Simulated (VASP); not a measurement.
# Mg16O16F (a cell with a defect) (F interstitial hop between voids) in VASP: notebook, part 2 of 2

VASP 6.6.1. Earlier steps stand in the parts before.

## Step 3: Single point, HSE06

Input file POSCAR:

```
Mg16O16F
1.0
   -4.2543812300      4.2543812300      4.2543812300
    4.2543812300     -4.2543812300      4.2543812300
    4.2543812300      4.2543812300     -4.2543812300
Mg O F
16 16 1
Direct
    0.0033186000      0.0034525800      0.0026579300
   -0.0061278500      0.2470620900      0.7494255500
   -0.0062129700      0.4987224900      0.4977975200
    0.0034211600      0.7519930200      0.2542779000
    0.2469339200     -0.0060083500      0.7493858700
    0.2404071100      0.2405131100      0.4910818700
    0.2469307800      0.4986875000      0.2445646200
    0.2453307100      0.7502916100      0.0009883600
    0.4985541800     -0.0061392800      0.4977805400
    0.4985220900      0.2470388900      0.2444993000
    0.4987162900      0.4988908800      0.0079129500
    0.4984925200      0.7572569700      0.7495093900
    0.7518700000      0.0036409500      0.2543697700
    0.7501683100      0.2455359600      0.0010001200
    0.7569381800      0.4984315500      0.7492888100
    0.7500866400      0.7502038300      0.4962230400
    0.0030905500      0.0032374400      0.5079566800
    0.0030186100      0.2571868300      0.2538765700
   -0.0059204500      0.4986891700      0.0033533000
   -0.0059957300      0.7526063700      0.7494112300
    0.2569805600      0.0031276900      0.2538397700
    0.2445815000      0.2447308100     -0.0090731300
    0.1994126800      0.4987228400      0.7493952300
    0.2446070600      0.7403305900      0.4954887700
    0.4985193000     -0.0057193100      0.0033474300
    0.4985870000      0.1996231100      0.7493348100
    0.4983765600      0.4984624400      0.4500424600
    0.4985291600      0.7526667700      0.2449851900
    0.7524585800     -0.0058156900      0.7494113000
    0.7401480900      0.2447072200      0.4954300200
    0.7525252800      0.4987127600      0.2449700100
    0.7978441600      0.7980895900      0.0489284800
    0.4988476400      0.4990596600      0.7495897500
```

Input file INCAR.step1:

```
SYSTEM = Mg16O16F
ALGO     = Normal         ! electronic algorithm
EDIFF    = 1E-5           ! SCF threshold, eV
ENCUT    = 520            ! plane-wave cutoff, eV
GGA      = PE             ! functional
ISIF     = 2              ! what is computed and relaxed
ISMEAR   = -1             ! smearing method
LASPH    = .TRUE.         ! aspherical terms in the spheres
LCHARG   = .FALSE.        ! write CHGCAR
LREAL    = Auto         
LWAVE    = .TRUE.         ! write WAVECAR
NBANDS   = 90             ! bands
NELECT   = 136.0        
NELM     = 80             ! most SCF steps
PREC     = Accurate       ! precision mode
SIGMA    = 0.01           ! smearing width, eV
```

Input file INCAR.step2:

```
SYSTEM = Mg16O16F
ALGO     = Normal         ! electronic algorithm
EDIFF    = 1E-6           ! SCF threshold, eV
ENCUT    = 520            ! plane-wave cutoff, eV
GGA      = PE             ! functional
HFSCREEN = 0.2079         ! screening, 1/A
ISIF     = 2              ! what is computed and relaxed
ISMEAR   = -1             ! smearing method
ISTART   = 1            
LASPH    = .TRUE.         ! aspherical terms in the spheres
LCHARG   = .FALSE.        ! write CHGCAR
LHFCALC  = .TRUE.         ! exact exchange
LREAL    = Auto         
LWAVE    = .FALSE.        ! write WAVECAR
NBANDS   = 90             ! bands
NELECT   = 136.0        
NELM     = 80             ! most SCF steps
PREC     = Accurate       ! precision mode
PRECFOCK = Fast         
SIGMA    = 0.01           ! smearing width, eV
```

Input file KPOINTS:

```
Automatic mesh
0
Gamma
  1 1 1
  0.25 0.25 0.25
```

Potentials or basis: VASP PAW PBE potentials, release 64 (Mg, O, F).

Launch:

```console
$ cat potpaw_PBE.64/Mg/POTCAR potpaw_PBE.64/O/POTCAR potpaw_PBE.64/F/POTCAR > POTCAR
$ cp INCAR.step1 INCAR
$ mpirun -np 1 vasp_std > vasp.out
$ cp INCAR.step2 INCAR
$ mpirun -np 1 vasp_std > vasp.out
```

OUTCAR:

```text
SYSTEM = Mg16O16F
   EDIFF = 1E-6
   ENCUT = 520
   GGA = PE
   HFSCREEN = 0.2079
   ISIF = 2
   ISMEAR = -1
   ISTART = 1
   LASPH = .TRUE.
   LHFCALC = .TRUE.
   LREAL = Auto
   NELECT = 136.0
   NELM = 80
   PREC = Accurate
   PRECFOCK = Fast

 ion  position               nearest neighbor table
   1  0.003  0.003  0.003-  32 1.96  22 2.10  20 2.11  29 2.11  21 2.15  18 2.15   6 2.94   8 2.98
                            10 2.98  14 2.98   7 2.98   2 2.99   5 2.99   4 3.03  13 3.03  12 3.04
   2  0.994  0.247  0.749-  23 1.96  29 2.10  17 2.10  22 2.10  19 2.15  30 2.15  15 2.94  13 2.98
                             7 2.98  14 2.98   9 2.98   1 2.99  16 2.99   8 3.03   3 3.03  11 3.04
   3  0.994  0.499  0.498-  23 1.96  31 2.10  18 2.11  24 2.11  20 2.15  30 2.15  15 2.94  13 2.98
                            16 2.98  10 2.98   5 2.98   4 2.99  14 2.99   8 3.03   2 3.03  12 3.04
   4  0.003  0.752  0.254-  32 1.96  24 2.10  31 2.11  19 2.11  21 2.15  17 2.15   6 2.94   5 2.98
                             9 2.98   8 2.98  16 2.98   3 2.99   7 2.99   1 3.03  13 3.03  11 3.04
   5  0.247  0.994  0.749-  26 1.97  20 2.10  17 2.10  22 2.11  24 2.15  25 2.15  12 2.94   4 2.98
                            10 2.98   3 2.98   8 2.98  16 2.99   1 2.99   9 3.03  14 3.03   6 3.04
   6  0.240  0.241  0.491-  33 1.90  21 2.09  18 2.09  17 2.09  27 2.38  26 2.38  23 2.38   1 2.94
                             4 2.94  13 2.94   7 3.04  10 3.04   9 3.04   5 3.04   3 3.04   2 3.04
   7  0.247  0.499  0.245-  27 1.96  19 2.10  18 2.11  24 2.11  28 2.15  22 2.15  11 2.94   2 2.98
                             9 2.98   8 2.98   1 2.98  14 2.99   4 2.99  16 3.03  10 3.03   6 3.04
   8  0.245  0.750  0.001-  23 1.96  21 2.10  25 2.11  28 2.11  20 2.15  19 2.15  15 2.94   1 2.98
                             7 2.98   4 2.98   5 2.98  10 2.99   9 2.99   3 3.03   2 3.03  12 3.04
   9  0.499  0.994  0.498-  26 1.96  28 2.10  21 2.11  30 2.11  24 2.15  29 2.15  12 2.94   4 2.98
[... 16 lines left out ...]
  18  0.003  0.257  0.254-   6 2.09  14 2.10   3 2.11   7 2.11  13 2.15   1 2.15
  19  0.994  0.499  0.003-  15 2.09   7 2.10  14 2.11   4 2.11   8 2.15   2 2.15
  20  0.994  0.753  0.749-  15 2.09   5 2.10  16 2.11   1 2.11   8 2.15   3 2.15
  21  0.257  0.003  0.254-   6 2.09   8 2.10   9 2.11  10 2.11   4 2.15   1 2.15
  22  0.245  0.245  0.991-  11 2.09   1 2.10   2 2.10   5 2.11  10 2.15   7 2.15
[... 8 lines left out ...]
  31  0.753  0.499  0.245-  11 2.09   3 2.10  14 2.11   4 2.11  16 2.15  10 2.15
  32  0.798  0.798  0.049-  13 1.96   4 1.96   1 1.96  11 2.38  12 2.39  15 2.39
  33  0.499  0.499  0.750-  12 1.90  15 1.90  11 1.90   6 1.90

  LATTYP: Found a body centered cubic cell.
 ALAT       =     8.5087624600

  Lattice vectors:

 A1 = (  -4.2543812300,   4.2543812300,   4.2543812300)
 A2 = (   4.2543812300,  -4.2543812300,   4.2543812300)
 A3 = (   4.2543812300,   4.2543812300,  -4.2543812300)

Analysis of symmetry for initial positions (statically):
=====================================================================
 Subroutine PRICEL returns:
 Original cell was already a primitive cell.

 Routine SETGRP: Setting up the symmetry group for a
 body centered cubic supercell.

 Subroutine GETGRP returns: Found  1 space group operations
 (whereof  1 operations were pure point group operations)
 out of a pool of 48 trial point group operations.

The static configuration has the point symmetry C_1 .

Analysis of symmetry for dynamics (positions and initial velocities):
=====================================================================
 Subroutine PRICEL returns:
 Original cell was already a primitive cell.

 Routine SETGRP: Setting up the symmetry group for a
 body centered cubic supercell.
[... 135 lines left out ...]
   ISTART =      1    job   : 0-new  1-cont  2-samecut
   ICHARG =      0    charge: 1-file 2-atom 10-const
   ISPIN  =      1    spin polarized calculation?
   LNONCOLLINEAR =      F non collinear calculations
   LSORBIT =      F    spin-orbit coupling
   LASPH  =      T    aspherical Exc in radial PAW
   ENCUT  =  520.0 eV  38.22 Ry    6.18 a.u.  13.70 13.70 13.70*2*pi/ulx,y,z
   NELM   =     80;   NELMIN=  2; NELMDL=  0     # of ELM steps
   EDIFF  = 0.1E-05   stopping-criterion for ELM
   LREAL  =      T    real-space projection
   EDIFFG = 0.1E-04   stopping-criterion for IOM
   NSW    =      0    number of steps for IOM
   IBRION =     -1    ionic relax: 0-MD 1-quasi-New 2-CG
   NFREE  =      0    steps in history (QN), initial steepest desc. (CG)
   ISIF   =      2    stress and relaxation
   ISYM   =      3    0-nonsym 1-usesym 2-fastsym
   POTIM  = 0.5000    time-step for ionic-motion
   TEBEG  =    0.0;   TEEND  =   0.0 temperature during run
   PSTRESS=    0.0 pullay stress
   NELECT =     136.0000    total number of electrons
   NUPDOWN=      -1.0000    fix difference up-down
   EMIN   =  10.00;   EMAX   =-10.00  energy-range for DOS
   EFERMI =   0.00;   METHOD = LEGACY
   ISMEAR =    -1;   SIGMA  =   0.01  broadening in eV -4-tet -1-fermi 0-gaus
   EFERMI_NEDOS =   21; number of points for ismear=-14 and -15
   IALGO  =     38    algorithm
   IMIX   =      1    mixing-type and parameters
     AMIX     =   0.40;   BMIX     =  1.00
     AMIX_MAG =   1.60;   BMIX_MAG =  1.00
  volume/ion in A,a.u.               =       9.33        62.99
  Fermi-wavevector in a.u.,A,eV,Ry     =   1.246612  2.355756 21.144027  1.554042
  Thomas-Fermi vector in A             =   2.380782
   LORBIT       =      0    0 simple, 1 ext, 2 COOP (PROOUT), +10 PAW based schemes
   GGA     = PE    functional components
   LHFCALC =     T    Hartree Fock is set to
   PRECFOCK=fast      Normal, Fast or Accurate (Low or Medium for compatibility)
   ENCUT4O =  -1.0   cutoff for four orbital integrals eV
   NKREDX  =     1    reduce k-point grid by
   NKREDY  =     1    reduce k-point grid by
   NKREDZ  =     1    reduce k-point grid by
   AEXX    =    0.2500 exact exchange contribution
   HFSCREEN=    0.2079 screening length (either q_TF or 0.3 A-1)
   HFSCREENC=   0.2079 screening length for correlation (either q_TF or 0.3 A-1)
   ENCUTFOCK=  -1.0 apply spherical cutoff to Coloumb kernel
   IVDW    =     0    specifies the selected vdW correction
   LEPSILON=     F    determine dielectric tensor
   LRPA    =     F    only Hartree local field effects (RPA)
 non-spin polarized calculation
  energy-cutoff  :      520.00
  volume of cell :      308.01
 maximum number of plane-waves:      8280
 NGX is ok and might be reduce to    54
  NGX = 28; NGY = 28; NGZ = 28

 number of electron     135.9999999 magnetization

 Free energy of the ion-electron system (eV)
  ---------------------------------------------------
  ext. energy  EPLUGINS =         0.00000000
  ---------------------------------------------------
  free energy    TOTEN  =      -224.71911132 eV

  energy without entropy =     -224.71911132  energy(sigma->0) =     -224.71911132

 E-fermi :   2.6894     XC(G=0):  -9.1093

 val. band max:        2.3139156118   @ k =   0.2500   0.2500   0.2500
 cond. band min:      10.5534434108   @ k =   0.2500   0.2500   0.2500
 fundamental gap:      8.2395277990
 Fermi energy:         2.6893537890

 k-point     1 :       0.2500    0.2500    0.2500
  band No.  band energies     occupation
      1     -23.2214      2.00000
      2     -16.3588      2.00000
      3     -16.3580      2.00000
      4     -16.3572      2.00000
      5     -16.0094      2.00000
      6     -15.5732      2.00000
[... 72 lines left out ...]
     79      13.2904      0.00000
     80      13.2907      0.00000
 [bands above 80 left out]

------------------------ aborting loop because EDIFF is reached ----------------------------------------

  FORCE on cell =-STRESS in cart. coord.  units (eV):
  Direction    XX          YY          ZZ          XY          YZ          ZX
  --------------------------------------------------------------------------------------
  -------------------------------------------------------------------------------------
  Total       12.7171612     12.6745355     12.5856458      0.0076327     -0.0112977     -0.0085972
  in kB       66.1502600     65.9285360     65.4661625      0.0397025     -0.0587665     -0.0447196
  external PRESSURE =      65.8483195 kB  Pullay stress =       0.0000000 kB

 VOLUME and BASIS-vectors are now :
 -----------------------------------------------------------------------------
  energy-cutoff  :      520.00
  volume of cell :      308.01
      direct lattice vectors                 reciprocal lattice vectors
    -4.254381230  4.254381230  4.254381230     0.000000000  0.117525904  0.117525904
     4.254381230 -4.254381230  4.254381230     0.117525904  0.000000000  0.117525904
     4.254381230  4.254381230 -4.254381230     0.117525904  0.117525904  0.000000000

 POSITION                                       TOTAL-FORCE (eV/Angst)
 -----------------------------------------------------------------------------------
      0.01188      0.01074      0.01750         0.005190      0.004219     -0.044317
      0.01113      6.36556      2.09107         0.007480     -0.007400      0.044611
      0.01163      4.22401      4.23188         0.006556      0.044442     -0.005890
      4.26651     -2.10291      2.13202         0.005376     -0.043866      0.004008
      6.36644      0.00990      2.09120        -0.005063      0.006459      0.045122
      2.08970      2.08880     -0.04323         0.029437      0.028169      0.026515
[... 25 lines left out ...]
      0.20920      0.20712      6.58155         0.024256      0.026361      0.028107
      3.18994      3.18814      1.05644        -0.002041     -0.000379     -0.004486
 -----------------------------------------------------------------------------------
    total drift:                                0.002994      0.001619      0.016522

  FREE ENERGIE OF THE ION-ELECTRON SYSTEM (eV)
  ---------------------------------------------------
  free  energy   TOTEN  =      -224.7191113170 eV

  energy  without entropy=     -224.7191113170  energy(sigma->0) =     -224.71911132
```

It took 5.7 min on 1 thread of Intel Xeon Platinum 8488C (Sapphire Rapids), shared host; peak memory 0.56 GiB.

What came out:

- Free energy: -224.7191 eV
- Largest force: 0.053 eV/Å

Forces in eV/Å, atoms in the order of the input:
```
Mg   0.005  0.004 -0.044
Mg   0.007 -0.007  0.045
Mg   0.007  0.044 -0.006
Mg   0.005 -0.044  0.004
Mg  -0.005  0.006  0.045
Mg   0.029  0.028  0.027
Mg  -0.005  0.046  0.005
Mg  -0.044 -0.006 -0.006
Mg   0.045  0.005 -0.005
Mg   0.046 -0.004  0.005
Mg  -0.029 -0.030  0.028
Mg  -0.031  0.030 -0.028
Mg  -0.045  0.004  0.004
Mg  -0.006 -0.046 -0.006
Mg   0.033 -0.031 -0.027
Mg  -0.004 -0.005 -0.045
O   -0.005 -0.004 -0.003
O   -0.002 -0.003 -0.003
O   -0.006  0.006  0.004
O   -0.005  0.006  0.006
O   -0.004 -0.001 -0.003
O    0.006  0.005 -0.004
O    0.026 -0.027 -0.027
O    0.003 -0.005  0.004
O    0.005 -0.005  0.004
O   -0.028  0.026 -0.029
O   -0.026 -0.027  0.028
O    0.004  0.003 -0.003
O    0.004 -0.003  0.006
O   -0.005  0.004  0.004
O    0.002  0.004 -0.003
O    0.024  0.026  0.028
F   -0.002  0.000 -0.004
```

Levels at points of the mesh, in eV from the Fermi level:
```csv
k point,band 65,band 66,band 67,band 68,band 69,band 70,band 71,band 72
"(0.25, 0.25, 0.25)",-1.07,-0.38,-0.38,-0.38,7.86,7.86,7.87,8.16
```

Caveat: the k points lie up to 1.04 Å⁻¹ apart; the cell carries a net charge on a neutralising background, which shifts energy and pressure; the cell is charged against a uniform background, so pressure and absolute levels hang on convention; the PAW data sets were made with another functional, which shifts forces and pressure a little.
